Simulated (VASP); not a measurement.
# K (Pm-3m) in VASP: further runs, part 2 of 2

VASP 6.6.1.

**3. Density of states, PBE (volume scaled by 0.4)**

POSCAR

```
K
1.0
    3.1700507842      0.0000000000      0.0000000000
    0.0000000000      3.1700507842      0.0000000000
    0.0000000000      0.0000000000      3.1700507842
K
1
Direct
    0.0000000000      0.0000000000      0.0000000000
```

INCAR.step1

```
ALGO     = Normal         # electronic algorithm
EDIFF    = 1E-7           # SCF threshold, eV
ENCUT    = 520            # plane-wave cutoff, eV
GGA      = PE             # functional
ISIF     = 2              # what is computed and relaxed
ISMEAR   = -1             # smearing method
LASPH    = T              # aspherical terms in the spheres
LCHARG   = T              # write CHGCAR
LREAL    = F              # projectors in reciprocal space
LWAVE    = F              # write WAVECAR
NBANDS   = 10             # bands
NELM     = 60             # most SCF steps
PREC     = Accurate       # precision mode
SIGMA    = 0.08           # smearing width, eV
```

KPOINTS.step1

```
k-points
0
Gamma
  10 10 10
```

INCAR.step2

```
ALGO     = Normal         # electronic algorithm
EDIFF    = 1E-7           # SCF threshold, eV
ENCUT    = 520            # plane-wave cutoff, eV
GGA      = PE             # functional
ICHARG   = 11             # starting density
ISIF     = 2              # what is computed and relaxed
ISMEAR   = -5             # smearing method
LASPH    = T              # aspherical terms in the spheres
LCHARG   = F              # write CHGCAR
LORBIT   = 11             # projections on sites
LREAL    = F              # projectors in reciprocal space
LWAVE    = F              # write WAVECAR
NBANDS   = 10             # bands
NEDOS    = 2001           # points of the DOS
NELM     = 60             # most SCF steps
PREC     = Accurate       # precision mode
SIGMA    = 0.08           # smearing width, eV
```

KPOINTS.step2

```
k-points
0
Gamma
  15 15 15
```

Potentials or basis: VASP PAW PBE potentials, release 64 (K_sv).

Run with:

```bash
cat potpaw_PBE.64/K_sv/POTCAR > POTCAR
cp INCAR.step1 INCAR
cp KPOINTS.step1 KPOINTS
mpirun -np 1 vasp_std > vasp.out
cp INCAR.step2 INCAR
cp KPOINTS.step2 KPOINTS
mpirun -np 1 vasp_std > vasp.out
```

OUTCAR:

```text
EDIFF = 1E-7
   ENCUT = 520
   GGA = PE
   ICHARG = 11
   ISIF = 2
   ISMEAR = -5
   LASPH = T
   LORBIT = 11
   LREAL = F
   NELM = 60
   PREC = Accurate

 ion  position               nearest neighbor table
   1  0.000  0.000  0.000-

  LATTYP: Found a simple cubic cell.
 ALAT       =     3.1700507842

  Lattice vectors:

 A1 = (   3.1700507842,   0.0000000000,   0.0000000000)
 A2 = (   0.0000000000,   3.1700507842,   0.0000000000)
 A3 = (   0.0000000000,   0.0000000000,   3.1700507842)

Analysis of symmetry for initial positions (statically):
=====================================================================
 Subroutine PRICEL returns:
 Original cell was already a primitive cell.

 Routine SETGRP: Setting up the symmetry group for a
 simple cubic supercell.

 Subroutine GETGRP returns: Found 48 space group operations
 (whereof 48 operations were pure point group operations)
 out of a pool of 48 trial point group operations.

The static configuration has the point symmetry O_h .

Analysis of symmetry for dynamics (positions and initial velocities):
=====================================================================
 Subroutine PRICEL returns:
 Original cell was already a primitive cell.

 Routine SETGRP: Setting up the symmetry group for a
 simple cubic supercell.

 Subroutine GETGRP returns: Found 48 space group operations
 (whereof 48 operations were pure point group operations)
 out of a pool of 48 trial point group operations.

The dynamic configuration has the point symmetry O_h .

 Subroutine INISYM returns: Found 48 space group operations
 (whereof 48 operations are pure point group operations),
 and found     1 'primitive' translations

----------------------------------------------------------------------------------------

                                     Primitive cell

  volume of cell :      31.8565

  direct lattice vectors                    reciprocal lattice vectors
     3.170050784  0.000000000  0.000000000     0.315452360  0.000000000  0.000000000
     0.000000000  3.170050784  0.000000000     0.000000000  0.315452360  0.000000000
     0.000000000  0.000000000  3.170050784     0.000000000  0.000000000  0.315452360

  length of vectors
     3.170050784  3.170050784  3.170050784     0.315452360  0.315452360  0.315452360

  position of ions in fractional coordinates (direct lattice)
     0.000000000  0.000000000  0.000000000

  ion indices of the primitive-cell ions
   primitive index   ion index
                 1           1

----------------------------------------------------------------------------------------

 KPOINTS: k-points

Automatic generation of k-mesh.
 Grid dimensions read from file:
 generate k-points for:   15   15   15

 Generating k-lattice:

  Cartesian coordinates                     Fractional coordinates (reciprocal lattice)
     0.021030157  0.000000000  0.000000000     0.066666667  0.000000000  0.000000000
     0.000000000  0.021030157  0.000000000     0.000000000  0.066666667  0.000000000
     0.000000000  0.000000000  0.021030157     0.000000000  0.000000000  0.066666667

  Length of vectors
     0.021030157  0.021030157  0.021030157

  Shift w.r.t. Gamma in fractional coordinates (k-lattice)
     0.000000000  0.000000000  0.000000000

 TETIRR: Found   1667 inequivalent tetrahedra from    20250

 Subroutine IBZKPT returns following result:
 ===========================================

 Found    120 irreducible k-points:

 Following reciprocal coordinates:
            Coordinates               Weight
  0.000000  0.000000  0.000000      1.000000
  0.066667  0.000000  0.000000      6.000000
  0.133333  0.000000  0.000000      6.000000
  0.200000  0.000000  0.000000      6.000000
  0.266667  0.000000  0.000000      6.000000
  0.333333  0.000000  0.000000      6.000000
[... 16 lines left out ...]
  0.266667  0.200000  0.000000     24.000000
  0.333333  0.200000  0.000000     24.000000
 [... further k-points ...]
   k-points           NKPTS =    120   k-points in BZ     NKDIM =    120   number of bands    NBANDS=     10
   number of dos      NEDOS =   2001   number of ions     NIONS =      1
   total plane-waves  NPLWV =  13824
   dimension x,y,z NGX =    24 NGY =   24 NGZ =   24
   dimension x,y,z NGXF=    48 NGYF=   48 NGZF=   48
   ions per type =               1
   NGX,Y,Z   is equivalent  to a cutoff of  12.59, 12.59, 12.59 a.u.
   NGXF,Y,Z  is equivalent  to a cutoff of  25.17, 25.17, 25.17 a.u.
 SYSTEM =  unknown system
   PREC   = accura    normal or accurate (medium, high low for compatibility)
   ISTART =      0    job   : 0-new  1-cont  2-samecut
   ICHARG =     11    charge: 1-file 2-atom 10-const
   ISPIN  =      1    spin polarized calculation?
   LNONCOLLINEAR =      F non collinear calculations
   LSORBIT =      F    spin-orbit coupling
   LASPH  =      T    aspherical Exc in radial PAW
   ENCUT  =  520.0 eV  38.22 Ry    6.18 a.u.   5.89  5.89  5.89*2*pi/ulx,y,z
   NELM   =     60;   NELMIN=  2; NELMDL=  0     # of ELM steps
   EDIFF  = 0.1E-06   stopping-criterion for ELM
   LREAL  =      F    real-space projection
   EDIFFG = 0.1E-05   stopping-criterion for IOM
   NSW    =      0    number of steps for IOM
   IBRION =     -1    ionic relax: 0-MD 1-quasi-New 2-CG
   NFREE  =      0    steps in history (QN), initial steepest desc. (CG)
   ISIF   =      2    stress and relaxation
   ISYM   =      2    0-nonsym 1-usesym 2-fastsym
   POTIM  = 0.5000    time-step for ionic-motion
   TEBEG  =    0.0;   TEEND  =   0.0 temperature during run
   PSTRESS=    0.0 pullay stress
   NELECT =       9.0000    total number of electrons
   NUPDOWN=      -1.0000    fix difference up-down
   EMIN   =  10.00;   EMAX   =-10.00  energy-range for DOS
   EFERMI =   0.00;   METHOD = LEGACY
   ISMEAR =    -5;   SIGMA  =   0.08  broadening in eV -4-tet -1-fermi 0-gaus
   EFERMI_NEDOS =   21; number of points for ismear=-14 and -15
   IALGO  =     38    algorithm
   IMIX   =      4    mixing-type and parameters
     AMIX     =   0.40;   BMIX     =  1.00
     AMIX_MAG =   1.60;   BMIX_MAG =  1.00
  volume/ion in A,a.u.               =      31.86       214.98
  Fermi-wavevector in a.u.,A,eV,Ry     =   1.074211  2.029964 15.700150  1.153928
  Thomas-Fermi vector in A             =   2.210032
   LORBIT       =     11    0 simple, 1 ext, 2 COOP (PROOUT), +10 PAW based schemes
   GGA     = PE    functional components
   LHFCALC =     F    Hartree Fock is set to
   AEXX    =    0.0000 exact exchange contribution
   IVDW    =     0    specifies the selected vdW correction
   LEPSILON=     F    determine dielectric tensor
   LRPA    =     F    only Hartree local field effects (RPA)
 non-spin polarized calculation
 Fermi weights with tetrahedron method with Bloechl corrections
  energy-cutoff  :      520.00
  volume of cell :       31.86
 maximum number of plane-waves:       877
 NGX is ok and might be reduce to    24

 number of electron       8.9999997 magnetization

 Free energy of the ion-electron system (eV)
  ---------------------------------------------------
  ext. energy  EPLUGINS =         0.00000000
  ---------------------------------------------------
  free energy    TOTEN  =         0.01614096 eV

  energy without entropy =        0.01614096  energy(sigma->0) =        0.01614096

 E-fermi :   2.6299     XC(G=0):  -8.1615

 val. band max:        2.6245837283   @ k =   0.4000   0.3333   0.0667
 cond. band min:       2.6219540226   @ k =   0.3333   0.2667   0.2000
 fundamental gap:     -0.0026297056
 Fermi energy:         2.6299139402

 k-point     1 :       0.0000    0.0000    0.0000
  band No.  band energies     occupation
      1     -29.9378      2.00000
      2     -12.8577      2.00000
      3     -12.8577      2.00000
      4     -12.8577      2.00000
      5      -0.4916      2.00000
      6       5.1106      0.00000
      7       5.1106      0.00000
      8      11.2509      0.00000
      9      11.2509      0.00000
     10      11.2509      0.00000
[... 287 lines left out ...]
 k-point    24 :       0.3333    0.2000    0.0000
  band No.  band energies     occupation
      1     -29.7805      2.00000
      2     -13.6756      2.00000
      3     -13.1661      2.00000
      4     -12.7412      2.00000
      5       2.0050      2.01765
      6       5.1611      0.00000
      7       6.4234      0.00000
      8       8.0245      0.00000
      9       9.0630      0.00000
     10      10.3891      0.00000

 [... further k-points ...]

------------------------ aborting loop because EDIFF is reached ----------------------------------------

  FORCE on cell =-STRESS in cart. coord.  units (eV):
  Direction    XX          YY          ZZ          XY          YZ          ZX
  --------------------------------------------------------------------------------------
  -------------------------------------------------------------------------------------
  Total        2.4011890      2.4011890      2.4011890     -0.0000000      0.0000000      0.0000000
  in kB      120.7642153    120.7642153    120.7642153     -0.0000000      0.0000000      0.0000000
  external PRESSURE =     120.7642153 kB  Pullay stress =       0.0000000 kB

 VOLUME and BASIS-vectors are now :
 -----------------------------------------------------------------------------
  energy-cutoff  :      520.00
  volume of cell :       31.86
      direct lattice vectors                 reciprocal lattice vectors
     3.170050784  0.000000000  0.000000000     0.315452360  0.000000000  0.000000000
     0.000000000  3.170050784  0.000000000     0.000000000  0.315452360  0.000000000
     0.000000000  0.000000000  3.170050784     0.000000000  0.000000000  0.315452360

 POSITION                                       TOTAL-FORCE (eV/Angst)
 -----------------------------------------------------------------------------------
      0.00000      0.00000      0.00000         0.000000      0.000000      0.000000
 -----------------------------------------------------------------------------------
    total drift:                               -0.000000      0.000000     -0.000000

  FREE ENERGIE OF THE ION-ELECTRON SYSTEM (eV)
  ---------------------------------------------------
  free  energy   TOTEN  =         0.0161409575 eV

  energy  without entropy=        0.0161409575  energy(sigma->0) =        0.01614096

 total charge

# of ion       s       p       d       tot
------------------------------------------
    1        2.007   5.562   0.057   7.626
```

It took 28 s on 1 thread of AMD EPYC 7R43 (Zen 3), shared host; peak memory 0.12 GiB.

What came out:

* Valence electrons inside the program's atomic spheres: K 7.63

Caveat: tetrahedron occupations give inexact forces and stress in metals.
